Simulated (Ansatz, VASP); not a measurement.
## Se in VASP and in Ansatz

```
Se
1.0
     2.64498    0.00000    0.10780
     0.00000    2.62977    0.00000
    -0.13382    0.00000    4.23401
Se
1
Direct
  0.00000 0.00000 0.50000
```

Alike in both runs: functional PBE; k mesh 22 × 20 × 14; occupations gaussian, width 0.1 eV; no spin polarisation.

Ansatz relaxed the structure, and its values are those at the end. VASP's run is a single point on that final structure, the one shown.

|  | VASP | Ansatz |
| --- | --- | --- |
| version | VASP 6.6.1 | Ansatz 0.2.0 |
| potentials or method | VASP PAW PBE potentials, release 64 (Se), cutoff 520 eV | scalar-relativistic, plane waves, PAW |
| valence electrons in the cell | 6 | 16 |

|  | VASP | Ansatz | Ansatz less VASP |
| --- | --- | --- | --- |
| gap on the k mesh at the Fermi level (eV) | none | none | - |
| pressure (GPa) | 0.0 | 0.0 | -0.02 |

A gap of «none» marks a metal or a gap that the smearing closes. The functional is the same, so the differences come from potentials, cutoffs and numerics. VASP's potentials hold 6 valence electrons a cell and Ansatz's 16, so a difference there can come from the potentials and not from the codes.
